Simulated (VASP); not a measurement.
# Al (Fmmm) in VASP: notebook

Aim: see how the results for Al move with the level of theory and the settings. Levels: LDA, r2SCAN. Tasks: single point.

Everything below comes from runs of VASP 6.6.1. Logs are shortened: lines on timing, memory, paths and dates and some standing lists are left out, and cuts for length are marked.

### Step 1. The cell of the first run

It takes space group Fmmm (No. 69, orthorhombic). The conventional cell has a = 3.967 Å, b = 4.048 Å, c = 4.129 Å, α = 90.00°, β = 90.00°, γ = 90.00°. Within 3.7 Å of Al (site symmetry mmm) lie 12 Al at 2.83 to 2.89 Å.

### Step 2. Single point, LDA

File INCAR:

```
SYSTEM = Al
PREC     = Accurate       ! precision mode
ENCUT    = 520            ! plane-wave cutoff, eV
EDIFF    = 1E-6           ! SCF threshold, eV
ISMEAR   = 0              ! smearing method
SIGMA    = 0.15           ! smearing width, eV
LREAL    = .FALSE.        ! projectors in reciprocal space
LASPH    = .TRUE.         ! aspherical terms in the spheres
NELM     = 60             ! most SCF steps
ALGO     = Fast           ! electronic algorithm
ISIF     = 2              ! what is computed and relaxed
LWAVE    = .FALSE.        ! write WAVECAR
LCHARG   = .FALSE.        ! write CHGCAR
NBANDS   = 8              ! bands
```

File KPOINTS:

```
Automatic mesh
0
G
  20 20 20
  0 0 0
```

File POSCAR:

```
Al
1.0
    0.0000000000      2.0644596000      2.0239800000
    1.9835004000      0.0000000000      2.0239800000
    1.9835004000      2.0644596000      0.0000000000
Al
1
Direct
    0.0000000000      0.0000000000      0.0000000000
```

Potentials or basis: VASP PAW LDA potentials, release 64 (Al).

Command:

```sh
> cat potpaw_LDA.64/Al/POTCAR > POTCAR
> mpirun -np 1 vasp_std > vasp.out
```

OUTCAR:

```text
SYSTEM = Al
   PREC = Accurate
   ENCUT = 520
   EDIFF = 1E-6
   ISMEAR = 0
   LREAL = .FALSE.
   LASPH = .TRUE.
   NELM = 60
   ISIF = 2

 ion  position               nearest neighbor table
   1  0.000  0.000  0.000-

  LATTYP: Found a face centered orthorhombic cell.
 ALAT       =     3.9670008000
 B/A-ratio  =     1.0204081633
 C/A-ratio  =     1.0408163265

  Lattice vectors:

 A1 = (   0.0000000000,   2.0644596000,  -2.0239800000)
 A2 = (   1.9835004000,   2.0644596000,   0.0000000000)
 A3 = (   1.9835004000,   0.0000000000,  -2.0239800000)

Analysis of symmetry for initial positions (statically):
=====================================================================
 Subroutine PRICEL returns:
 Original cell was already a primitive cell.

 Routine SETGRP: Setting up the symmetry group for a
 face centered orthorhombic supercell.

 Subroutine GETGRP returns: Found  8 space group operations
 (whereof  8 operations were pure point group operations)
 out of a pool of  8 trial point group operations.

The static configuration has the point symmetry D_2h.

Analysis of symmetry for dynamics (positions and initial velocities):
=====================================================================
 Subroutine PRICEL returns:
 Original cell was already a primitive cell.

 Routine SETGRP: Setting up the symmetry group for a
 face centered orthorhombic supercell.

 Subroutine GETGRP returns: Found  8 space group operations
 (whereof  8 operations were pure point group operations)
 out of a pool of  8 trial point group operations.

The dynamic configuration has the point symmetry D_2h.

 Subroutine INISYM returns: Found  8 space group operations
 (whereof  8 operations are pure point group operations),
 and found     1 'primitive' translations

----------------------------------------------------------------------------------------

                                     Primitive cell

  volume of cell :      16.5758

  direct lattice vectors                    reciprocal lattice vectors
     0.000000000  2.064459600  2.023980000    -0.252079606  0.242194132  0.247038014
     1.983500400  0.000000000  2.023980000     0.252079606 -0.242194132  0.247038014
     1.983500400  2.064459600  0.000000000     0.252079606  0.242194132 -0.247038014

  length of vectors
     2.891105062  2.833861125  2.862912377     0.428053625  0.428053625  0.428053625

  position of ions in fractional coordinates (direct lattice)
     0.000000000  0.000000000  0.000000000

  ion indices of the primitive-cell ions
   primitive index   ion index
                 1           1

----------------------------------------------------------------------------------------

 KPOINTS: Automatic mesh

Automatic generation of k-mesh.
 Grid dimensions read from file:
 generate k-points for:   20   20   20

 Generating k-lattice:

  Cartesian coordinates                     Fractional coordinates (reciprocal lattice)
    -0.012603980  0.012109707  0.012351901     0.050000000  0.000000000 -0.000000000
     0.012603980 -0.012109707  0.012351901     0.000000000  0.050000000  0.000000000
     0.012603980  0.012109707 -0.012351901    -0.000000000  0.000000000  0.050000000

  Length of vectors
     0.021402681  0.021402681  0.021402681

  Shift w.r.t. Gamma in fractional coordinates (k-lattice)
     0.000000000  0.000000000  0.000000000

 Subroutine IBZKPT returns following result:
 ===========================================

 Found   1166 irreducible k-points:

 Following reciprocal coordinates:
            Coordinates               Weight
  0.000000  0.000000  0.000000      1.000000
  0.050000  0.000000  0.000000      8.000000
  0.100000  0.000000  0.000000      8.000000
  0.150000  0.000000  0.000000      8.000000
  0.200000  0.000000  0.000000      8.000000
  0.250000  0.000000  0.000000      8.000000
[... 16 lines left out ...]
 -0.400000  0.050000  0.000000      8.000000
 -0.350000  0.050000  0.000000      8.000000
 [... further k-points ...]
   k-points           NKPTS =   1166   k-points in BZ     NKDIM =   1166   number of bands    NBANDS=      8
   number of dos      NEDOS =    301   number of ions     NIONS =      1
   total plane-waves  NPLWV =  13824
   dimension x,y,z NGX =    24 NGY =   24 NGZ =   24
   dimension x,y,z NGXF=    48 NGYF=   48 NGZF=   48
   ions per type =               1
   NGX,Y,Z   is equivalent  to a cutoff of  13.80, 14.08, 13.94 a.u.
   NGXF,Y,Z  is equivalent  to a cutoff of  27.60, 28.16, 27.87 a.u.
 SYSTEM =  Al
   PREC   = accura    normal or accurate (medium, high low for compatibility)
   ISTART =      0    job   : 0-new  1-cont  2-samecut
   ICHARG =      2    charge: 1-file 2-atom 10-const
   ISPIN  =      1    spin polarized calculation?
   LNONCOLLINEAR =      F non collinear calculations
   LSORBIT =      F    spin-orbit coupling
   LASPH  =      T    aspherical Exc in radial PAW
   ENCUT  =  520.0 eV  38.22 Ry    6.18 a.u.   5.38  5.27  5.32*2*pi/ulx,y,z
   NELM   =     60;   NELMIN=  2; NELMDL= -5     # of ELM steps
   EDIFF  = 0.1E-05   stopping-criterion for ELM
   LREAL  =      F    real-space projection
   EDIFFG = 0.1E-04   stopping-criterion for IOM
   NSW    =      0    number of steps for IOM
   IBRION =     -1    ionic relax: 0-MD 1-quasi-New 2-CG
   NFREE  =      0    steps in history (QN), initial steepest desc. (CG)
   ISIF   =      2    stress and relaxation
   ISYM   =      2    0-nonsym 1-usesym 2-fastsym
   POTIM  = 0.5000    time-step for ionic-motion
   TEBEG  =    0.0;   TEEND  =   0.0 temperature during run
   PSTRESS=    0.0 pullay stress
   NELECT =       3.0000    total number of electrons
   NUPDOWN=      -1.0000    fix difference up-down
   EMIN   =  10.00;   EMAX   =-10.00  energy-range for DOS
   EFERMI =   0.00;   METHOD = LEGACY
   ISMEAR =     0;   SIGMA  =   0.15  broadening in eV -4-tet -1-fermi 0-gaus
   EFERMI_NEDOS =   21; number of points for ismear=-14 and -15
   IALGO  =     68    algorithm
   IMIX   =      4    mixing-type and parameters
     AMIX     =   0.40;   BMIX     =  1.00
     AMIX_MAG =   1.60;   BMIX_MAG =  1.00
  volume/ion in A,a.u.               =      16.58       111.86
  Fermi-wavevector in a.u.,A,eV,Ry     =   0.926027  1.749937 11.667348  0.857526
  Thomas-Fermi vector in A             =   2.051945
   LORBIT       =      0    0 simple, 1 ext, 2 COOP (PROOUT), +10 PAW based schemes
   GGA     = CA    functional components
   LHFCALC =     F    Hartree Fock is set to
   AEXX    =    0.0000 exact exchange contribution
   IVDW    =     0    specifies the selected vdW correction
   LEPSILON=     F    determine dielectric tensor
   LRPA    =     F    only Hartree local field effects (RPA)
 non-spin polarized calculation
 RMM-DIIS sequential band-by-band and
 Gauss-broadening in eV      SIGMA  =   0.15
  energy-cutoff  :      520.00
  volume of cell :       16.58
 maximum number of plane-waves:       459
 NGX is ok and might be reduce to    24
   NGX = 11   NGY = 11   NGZ = 11

 number of electron       3.0000000 magnetization

 Free energy of the ion-electron system (eV)
  ---------------------------------------------------
  ext. energy  EPLUGINS =         0.00000000
  ---------------------------------------------------
  free energy    TOTEN  =        -4.18339267 eV

  energy without entropy =       -4.17860265  energy(sigma->0) =       -4.18099766

 E-fermi :   7.7705     XC(G=0): -10.3270

 val. band max:        7.7660667331   @ k =  -0.3000   0.0500   0.1000
 cond. band min:       7.7715898773   @ k =   0.4500  -0.3500   0.2000
 fundamental gap:      0.0055231442
 Fermi energy:         7.7704895352

 k-point     1 :       0.0000    0.0000    0.0000
  band No.  band energies     occupation
      1      -3.3249      2.00000
      2      20.0851      0.00000
      3      20.3075      0.00000
      4      20.5215      0.00000
      5      21.5213      0.00000
      6      21.5857      0.00000
      7      21.6351      0.00000
      8      24.3417      0.00000

 k-point     2 :       0.0500    0.0000    0.0000
  band No.  band energies     occupation
      1      -3.2573      2.00000
      2      18.9576      0.00000
      3      19.8982      0.00000
      4      20.1440      0.00000
      5      21.9367      0.00000
      6      21.9942      0.00000
      7      22.2018      0.00000
      8      25.0227      0.00000

 k-point     3 :       0.1000    0.0000    0.0000
  band No.  band energies     occupation
      1      -3.0546      2.00000
      2      17.0047      0.00000
      3      19.3922      0.00000
      4      19.6747      0.00000
      5      22.3689      0.00000
      6      22.7139      0.00000
      7      22.7458      0.00000
      8      25.0542      0.00000

 k-point     4 :       0.1500    0.0000    0.0000
  band No.  band energies     occupation
      1      -2.7174      2.00000
      2      15.0021      0.00000
      3      18.9304      0.00000
      4      19.2685      0.00000
      5      22.2866      0.00000
      6      23.1834      0.00000
      7      23.5243      0.00000
      8      24.6226      0.00000

 k-point     5 :       0.2000    0.0000    0.0000
  band No.  band energies     occupation
      1      -2.2467      2.00000
      2      13.0446      0.00000
      3      18.5588      0.00000
      4      18.9596      0.00000
      5      22.1500      0.00000
      6      22.5766      0.00000
      7      23.6021      0.00000
      8      25.2702      0.00000
[... 177 lines left out ...]
 k-point    22 :      -0.4500    0.0500    0.0000
  band No.  band energies     occupation
      1       2.5067      2.00000
      2       4.2353      2.00000
      3      17.3381      0.00000
      4      18.1211      0.00000
      5      19.8337      0.00000
      6      19.9426      0.00000
      7      23.1923      0.00000
      8      24.0195      0.00000

 k-point    23 :      -0.4000    0.0500    0.0000
  band No.  band energies     occupation
      1       1.3556      2.00000
      2       5.6624      2.00000
      3      17.0850      0.00000
      4      18.5915      0.00000
      5      19.6112      0.00000
      6      20.5014      0.00000
      7      22.8845      0.00000
      8      24.5607      0.00000

 k-point    24 :      -0.3500    0.0500    0.0000
  band No.  band energies     occupation
      1       0.3262      2.00000
      2       7.2035      2.00000
      3      16.9473      0.00000
      4      19.1164      0.00000
      5      19.5564      0.00000
      6      21.1702      0.00000
      7      22.6709      0.00000
      8      25.2169      0.00000

 [... further k-points ...]
[... 5 lines left out ...]
  --------------------------------------------------------------------------------------
  -------------------------------------------------------------------------------------
  Total       -0.2888373     -0.4776208     -0.3184660      0.0000000      0.0000000      0.0000000
  in kB      -27.9182951    -46.1656503    -30.7821358      0.0000000      0.0000000      0.0000000
  external PRESSURE =     -34.9553604 kB  Pullay stress =       0.0000000 kB

 VOLUME and BASIS-vectors are now :
 -----------------------------------------------------------------------------
  energy-cutoff  :      520.00
  volume of cell :       16.58
      direct lattice vectors                 reciprocal lattice vectors
     0.000000000  2.064459600  2.023980000    -0.252079606  0.242194132  0.247038014
     1.983500400  0.000000000  2.023980000     0.252079606 -0.242194132  0.247038014
     1.983500400  2.064459600  0.000000000     0.252079606  0.242194132 -0.247038014

 POSITION                                       TOTAL-FORCE (eV/Angst)
 -----------------------------------------------------------------------------------
      0.00000      0.00000      0.00000         0.000000      0.000000     -0.000000
 -----------------------------------------------------------------------------------
    total drift:                                0.000000     -0.000000     -0.000000

  FREE ENERGIE OF THE ION-ELECTRON SYSTEM (eV)
  ---------------------------------------------------
  free  energy   TOTEN  =        -4.1833926701 eV

  energy  without entropy=       -4.1786026536  energy(sigma->0) =       -4.18099766
```

Wall time 66 s (1 thread of AMD EPYC 9R45 (Zen 5), shared host); peak memory 0.2 GiB.

Results:

```
Free energy            : -4.1834 eV
Pressure               : -3.5 GPa
Band gap on the k mesh : zero (an odd number of electrons rules out a gap without spin polarisation)
```

Stress tensor (GPa, compression positive):
```
-2.79  0.00  0.00
 0.00 -4.62  0.00
 0.00  0.00 -3.08
```

Levels at points of the mesh, in eV from the Fermi level:
```
           k point  band 1  band 2  band 3  band 4
(0.00, 0.00, 0.00)  -11.10   12.31   12.54   12.75
(0.50, 0.00, 0.00)   -4.55   -4.41   10.71   10.99
(0.50, 0.50, 0.00)   -2.92   -1.64    5.29    5.36
(0.50, 0.00, 0.50)   -3.19   -2.05    5.50    5.79
(0.00, 0.50, 0.50)   -2.62   -1.22    5.05    5.06
```

Caveat: the cell stands under tension.

[end of part 1 of 2]
